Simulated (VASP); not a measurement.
# ZrH (P4_2/mmc) in VASP: a series of runs

The runs below take ZrH through single point, with LDA.

Program: VASP 6.6.1. These are calculated values, not measurements. Logs are shortened: lines on timing, memory, paths and dates and some standing lists are left out, and cuts for length are marked.

## Step 1: The cell of the first run

The structure is tetragonal, space group P4_2/mmc (No. 131). Conventional cell: a = 3.052 Å, b = 3.052 Å, c = 5.587 Å, α = 90.00°, β = 90.00°, γ = 90.00°. Zr (site symmetry mmm) has 4 H at 2.07 Å within 2.7 Å. H (site symmetry -4m2) has 4 Zr at 2.07 Å and 2 H at 2.79 Å within 2.8 Å.

## Step 2: Single point, LDA

INCAR reads:

```
SYSTEM = ZrH
PREC = Accurate
ENCUT = 520
EDIFF = 1E-6
ISMEAR = 0
SIGMA = 0.15
LREAL = .FALSE.
LASPH = .TRUE.
NELM = 100
ALGO = Normal
ISIF = 2
LWAVE = .FALSE.
LCHARG = .FALSE.
GGA = CA
NBANDS = 21
```

KPOINTS reads:

```
Automatic mesh
0
G
  16 16 12
  0 0 0
```

POSCAR reads:

```
ZrH
1.0
    3.0515838224      0.0000000000      0.0000000000
    0.0000000000      3.0515838224      0.0000000000
    0.0000000000      0.0000000000      5.5874955251
Zr H
2 2
Direct
    0.0000000000      0.5000000000      0.0000000000
    0.5000000000      0.0000000000      0.5000000000
    0.0000000000      0.0000000000      0.7500000000
    0.0000000000      0.0000000000      0.2500000000
```

Potentials or basis: VASP PAW LDA potentials, release 64 (Zr_sv, H).

The run is started by

```console
$ cat potpaw_LDA.64/Zr_sv/POTCAR potpaw_LDA.64/H/POTCAR > POTCAR
$ mpirun -np 1 vasp_std > vasp.out
```

OUTCAR:

```text
SYSTEM = ZrH
   PREC = Accurate
   ENCUT = 520
   EDIFF = 1E-6
   ISMEAR = 0
   LREAL = .FALSE.
   LASPH = .TRUE.
   NELM = 100
   ISIF = 2
   GGA = CA

 ion  position               nearest neighbor table
   1  0.000  0.500  0.000-   3 2.07   4 2.07   3 2.07   4 2.07   2 3.53   2 3.53   2 3.53   2 3.53
                             2 3.53   2 3.53   2 3.53   2 3.53
   2  0.500  0.000  0.500-   3 2.07   4 2.07   3 2.07   4 2.07   1 3.53   1 3.53   1 3.53   1 3.53
                             1 3.53   1 3.53   1 3.53   1 3.53
   3  0.000  0.000  0.750-   1 2.07   2 2.07   1 2.07   2 2.07
   4  0.000  0.000  0.250-   1 2.07   2 2.07   1 2.07   2 2.07

  LATTYP: Found a simple tetragonal cell.
 ALAT       =     3.0515838224
 C/A-ratio  =     1.8310149255

  Lattice vectors:

 A1 = (   3.0515838224,   0.0000000000,   0.0000000000)
 A2 = (   0.0000000000,   3.0515838224,   0.0000000000)
 A3 = (   0.0000000000,   0.0000000000,   5.5874955251)

Analysis of symmetry for initial positions (statically):
=====================================================================
 Subroutine PRICEL returns:
 Original cell was already a primitive cell.

 Routine SETGRP: Setting up the symmetry group for a
 simple tetragonal supercell.

 Subroutine GETGRP returns: Found 16 space group operations
 (whereof  8 operations were pure point group operations)
 out of a pool of 16 trial point group operations.

The static configuration has the point symmetry D_2h.
 The point group associated with its full space group is D_4h.

Analysis of symmetry for dynamics (positions and initial velocities):
=====================================================================
 Subroutine PRICEL returns:
 Original cell was already a primitive cell.

 Routine SETGRP: Setting up the symmetry group for a
 simple tetragonal supercell.

 Subroutine GETGRP returns: Found 16 space group operations
 (whereof  8 operations were pure point group operations)
 out of a pool of 16 trial point group operations.

The dynamic configuration has the point symmetry D_2h.
 The point group associated with its full space group is D_4h.

 Subroutine INISYM returns: Found 16 space group operations
 (whereof  8 operations are pure point group operations),
 and found     1 'primitive' translations

----------------------------------------------------------------------------------------

                                     Primitive cell

  volume of cell :      52.0317

  direct lattice vectors                    reciprocal lattice vectors
     3.051583822  0.000000000  0.000000000     0.327698683  0.000000000  0.000000000
     0.000000000  3.051583822  0.000000000     0.000000000  0.327698683  0.000000000
     0.000000000  0.000000000  5.587495525     0.000000000  0.000000000  0.178971061

  length of vectors
     3.051583822  3.051583822  5.587495525     0.327698683  0.327698683  0.178971061

  position of ions in fractional coordinates (direct lattice)
     0.000000000  0.500000000  0.000000000
     0.500000000  0.000000000  0.500000000
     0.000000000  0.000000000  0.750000000
     0.000000000  0.000000000  0.250000000

  ion indices of the primitive-cell ions
   primitive index   ion index
                 1           1
                 2           2
                 3           3
                 4           4

----------------------------------------------------------------------------------------

 KPOINTS: Automatic mesh

Automatic generation of k-mesh.
 Grid dimensions read from file:
 generate k-points for:   16   16   12

 Generating k-lattice:

  Cartesian coordinates                     Fractional coordinates (reciprocal lattice)
     0.020481168  0.000000000  0.000000000     0.062500000  0.000000000  0.000000000
     0.000000000  0.020481168  0.000000000     0.000000000  0.062500000  0.000000000
     0.000000000  0.000000000  0.014914255     0.000000000  0.000000000  0.083333333

  Length of vectors
     0.020481168  0.020481168  0.014914255

  Shift w.r.t. Gamma in fractional coordinates (k-lattice)
     0.000000000  0.000000000  0.000000000

 Subroutine IBZKPT returns following result:
 ===========================================

 Found    315 irreducible k-points:

 Following reciprocal coordinates:
            Coordinates               Weight
  0.000000  0.000000  0.000000      1.000000
  0.062500  0.000000  0.000000      4.000000
  0.125000  0.000000  0.000000      4.000000
  0.187500  0.000000  0.000000      4.000000
  0.250000  0.000000  0.000000      4.000000
  0.312500  0.000000  0.000000      4.000000
[... 16 lines left out ...]
  0.437500  0.125000  0.000000      8.000000
  0.500000  0.125000  0.000000      4.000000
 [... further k-points ...]
   k-points           NKPTS =    315   k-points in BZ     NKDIM =    315   number of bands    NBANDS=     21
   number of dos      NEDOS =    301   number of ions     NIONS =      4
   total plane-waves  NPLWV =  24192
   dimension x,y,z NGX =    24 NGY =   24 NGZ =   42
   dimension x,y,z NGXF=    48 NGYF=   48 NGZF=   84
   ions per type =               2   2
   NGX,Y,Z   is equivalent  to a cutoff of  13.07, 13.07, 12.50 a.u.
   NGXF,Y,Z  is equivalent  to a cutoff of  26.15, 26.15, 24.99 a.u.
 SYSTEM =  ZrH
   PREC   = accura    normal or accurate (medium, high low for compatibility)
   ISTART =      0    job   : 0-new  1-cont  2-samecut
   ICHARG =      2    charge: 1-file 2-atom 10-const
   ISPIN  =      1    spin polarized calculation?
   LNONCOLLINEAR =      F non collinear calculations
   LSORBIT =      F    spin-orbit coupling
   LASPH  =      T    aspherical Exc in radial PAW
   ENCUT  =  520.0 eV  38.22 Ry    6.18 a.u.   5.67  5.67 10.39*2*pi/ulx,y,z
   NELM   =    100;   NELMIN=  2; NELMDL= -5     # of ELM steps
   EDIFF  = 0.1E-05   stopping-criterion for ELM
   LREAL  =      F    real-space projection
   EDIFFG = 0.1E-04   stopping-criterion for IOM
   NSW    =      0    number of steps for IOM
   IBRION =     -1    ionic relax: 0-MD 1-quasi-New 2-CG
   NFREE  =      0    steps in history (QN), initial steepest desc. (CG)
   ISIF   =      2    stress and relaxation
   ISYM   =      2    0-nonsym 1-usesym 2-fastsym
   POTIM  = 0.5000    time-step for ionic-motion
   TEBEG  =    0.0;   TEEND  =   0.0 temperature during run
   PSTRESS=    0.0 pullay stress
   NELECT =      26.0000    total number of electrons
   NUPDOWN=      -1.0000    fix difference up-down
   EMIN   =  10.00;   EMAX   =-10.00  energy-range for DOS
   EFERMI =   0.00;   METHOD = LEGACY
   ISMEAR =     0;   SIGMA  =   0.15  broadening in eV -4-tet -1-fermi 0-gaus
   EFERMI_NEDOS =   21; number of points for ismear=-14 and -15
   IALGO  =     38    algorithm
   IMIX   =      4    mixing-type and parameters
     AMIX     =   0.40;   BMIX     =  1.00
     AMIX_MAG =   1.60;   BMIX_MAG =  1.00
  volume/ion in A,a.u.               =      13.01        87.78
  Fermi-wavevector in a.u.,A,eV,Ry     =   1.299102  2.454947 22.962100  1.687667
  Thomas-Fermi vector in A             =   2.430388
   LORBIT       =      0    0 simple, 1 ext, 2 COOP (PROOUT), +10 PAW based schemes
   GGA     = CA    functional components
   LHFCALC =     F    Hartree Fock is set to
   AEXX    =    0.0000 exact exchange contribution
   IVDW    =     0    specifies the selected vdW correction
   LEPSILON=     F    determine dielectric tensor
   LRPA    =     F    only Hartree local field effects (RPA)
 non-spin polarized calculation
 Gauss-broadening in eV      SIGMA  =   0.15
  energy-cutoff  :      520.00
  volume of cell :       52.03
 maximum number of plane-waves:      1421
 NGX is ok and might be reduce to    24
   NGX = 11   NGY = 11   NGZ = 21

 number of electron      26.0000000 magnetization

 Free energy of the ion-electron system (eV)
  ---------------------------------------------------
  ext. energy  EPLUGINS =         0.00000000
  ---------------------------------------------------
  free energy    TOTEN  =       -27.28096326 eV

  energy without entropy =      -27.25375587  energy(sigma->0) =      -27.26735957

 E-fermi :   7.7682     XC(G=0): -11.2454

 val. band max:        7.7674666645   @ k =   0.5000   0.0625   0.4167
 cond. band min:       7.7701387136   @ k =   0.2500   0.0000   0.1667
 fundamental gap:      0.0026720491
 Fermi energy:         7.7682158441

 k-point     1 :       0.0000    0.0000    0.0000
  band No.  band energies     occupation
      1     -40.5509      2.00000
      2     -40.4873      2.00000
      3     -19.0769      2.00000
      4     -18.5027      2.00000
      5     -18.3460      2.00000
      6     -18.3460      2.00000
[... 13 lines left out ...]
     20      13.0301      0.00000
     21      14.5029      0.00000

 k-point     2 :       0.0625    0.0000    0.0000
  band No.  band energies     occupation
      1     -40.5471      2.00000
      2     -40.4846      2.00000
      3     -19.0673      2.00000
      4     -18.5038      2.00000
      5     -18.3800      2.00000
      6     -18.3425      2.00000
[... 13 lines left out ...]
     20      12.8547      0.00000
     21      14.8047      0.00000

 k-point     3 :       0.1250    0.0000    0.0000
  band No.  band energies     occupation
      1     -40.5360      2.00000
      2     -40.4771      2.00000
      3     -19.0396      2.00000
      4     -18.5077      2.00000
      5     -18.4761      2.00000
      6     -18.3514      2.00000
[... 13 lines left out ...]
     20      12.6406      0.00000
     21      14.7418      0.00000

 k-point     4 :       0.1875    0.0000    0.0000
  band No.  band energies     occupation
      1     -40.5191      2.00000
      2     -40.4659      2.00000
      3     -18.9958      2.00000
      4     -18.6181      2.00000
      5     -18.5155      2.00000
      6     -18.4888      2.00000
[... 13 lines left out ...]
     20      12.8496      0.00000
     21      14.2376      0.00000

 k-point     5 :       0.2500    0.0000    0.0000
  band No.  band energies     occupation
      1     -40.4986      2.00000
      2     -40.4532      2.00000
      3     -18.9396      2.00000
      4     -18.7825      2.00000
      5     -18.6462      2.00000
      6     -18.5292      2.00000
[... 13 lines left out ...]
     20      13.1795      0.00000
     21      13.8300      0.00000

 k-point     6 :       0.3125    0.0000    0.0000
  band No.  band energies     occupation
      1     -40.4772      2.00000
      2     -40.4412      2.00000
      3     -18.9436      2.00000
      4     -18.8752      2.00000
      5     -18.7992      2.00000
      6     -18.5506      2.00000
[... 13 lines left out ...]
     20      13.5793      0.00000
     21      13.7960      0.00000

 k-point     7 :       0.3750    0.0000    0.0000
  band No.  band energies     occupation
      1     -40.4576      2.00000
      2     -40.4324      2.00000
      3     -19.0776      2.00000
      4     -18.9259      2.00000
      5     -18.8079      2.00000
      6     -18.5815      2.00000
[... 13 lines left out ...]
     20      13.9884      0.00000
     21      14.2180      0.00000
[... 291 lines left out ...]
      1     -40.4845      2.00000
      2     -40.4424      2.00000
      3     -18.9082      2.00000
      4     -18.7712      2.00000
      5     -18.6364      2.00000
      6     -18.5282      2.00000
[... 13 lines left out ...]
     20      13.6703      0.00000
     21      14.0085      0.00000

 k-point    21 :       0.3125    0.1250    0.0000
  band No.  band energies     occupation
      1     -40.4635      2.00000
      2     -40.4302      2.00000
      3     -18.9316      2.00000
      4     -18.8470      2.00000
      5     -18.7871      2.00000
      6     -18.5466      2.00000
[... 13 lines left out ...]
     20      13.9094      0.00000
     21      14.0916      0.00000

 k-point    22 :       0.3750    0.1250    0.0000
  band No.  band energies     occupation
      1     -40.4444      2.00000
      2     -40.4211      2.00000
      3     -19.0650      2.00000
      4     -18.9122      2.00000
      5     -18.7831      2.00000
      6     -18.5739      2.00000
[... 13 lines left out ...]
     20      14.3160      0.00000
     21      14.5348      0.00000

 k-point    23 :       0.4375    0.1250    0.0000
  band No.  band energies     occupation
      1     -40.4296      2.00000
      2     -40.4169      2.00000
      3     -19.1530      2.00000
      4     -18.9944      2.00000
      5     -18.7222      2.00000
      6     -18.6104      2.00000
[... 13 lines left out ...]
     20      14.6565      0.00000
     21      14.9247      0.00000

 k-point    24 :       0.5000    0.1250    0.0000
  band No.  band energies     occupation
      1     -40.4226      2.00000
      2     -40.4172      2.00000
      3     -19.1836      2.00000
      4     -19.0230      2.00000
      5     -18.6810      2.00000
      6     -18.6429      2.00000
[... 13 lines left out ...]
     20      14.1043      0.00000
     21      15.0971      0.00000

 [... further k-points ...]

------------------------ aborting loop because EDIFF is reached ----------------------------------------

  FORCE on cell =-STRESS in cart. coord.  units (eV):
  Direction    XX          YY          ZZ          XY          YZ          ZX
  --------------------------------------------------------------------------------------
  -------------------------------------------------------------------------------------
  Total       -0.5542790     -0.5542790     -5.1577726      0.0000000      0.0000000      0.0000000
  in kB      -17.0675506    -17.0675506   -158.8199224      0.0000000      0.0000000      0.0000000
  external PRESSURE =     -64.3183412 kB  Pullay stress =       0.0000000 kB

 VOLUME and BASIS-vectors are now :
 -----------------------------------------------------------------------------
  energy-cutoff  :      520.00
  volume of cell :       52.03
      direct lattice vectors                 reciprocal lattice vectors
     3.051583822  0.000000000  0.000000000     0.327698683  0.000000000  0.000000000
     0.000000000  3.051583822  0.000000000     0.000000000  0.327698683  0.000000000
     0.000000000  0.000000000  5.587495525     0.000000000  0.000000000  0.178971061

 POSITION                                       TOTAL-FORCE (eV/Angst)
 -----------------------------------------------------------------------------------
      0.00000      1.52579      0.00000         0.000000      0.000000      0.000000
      1.52579      0.00000      2.79375         0.000000      0.000000      0.000000
      0.00000      0.00000      4.19062         0.000000     -0.000000      0.000000
      0.00000      0.00000      1.39687        -0.000000      0.000000      0.000000
 -----------------------------------------------------------------------------------
    total drift:                                0.000000      0.000000     -0.000000

  FREE ENERGIE OF THE ION-ELECTRON SYSTEM (eV)
  ---------------------------------------------------
  free  energy   TOTEN  =       -27.2809632635 eV

  energy  without entropy=      -27.2537558672  energy(sigma->0) =      -27.26735957
```

It took 6.9 min on 1 thread of Intel Xeon 8259CL, shared host; peak memory 0.37 GiB.

Results:

* Free energy: -27.2810 eV
* Pressure: -6.4 GPa
* Band gap on the k mesh: zero (bands 13 and 14 overlap by 0.94 eV)

Stress tensor (GPa, compression positive):
```
 -1.71   0.00   0.00
  0.00  -1.71   0.00
  0.00   0.00 -15.88
```

Caveat: the cell stands under tension.

(Continued in part 2 of 2.)
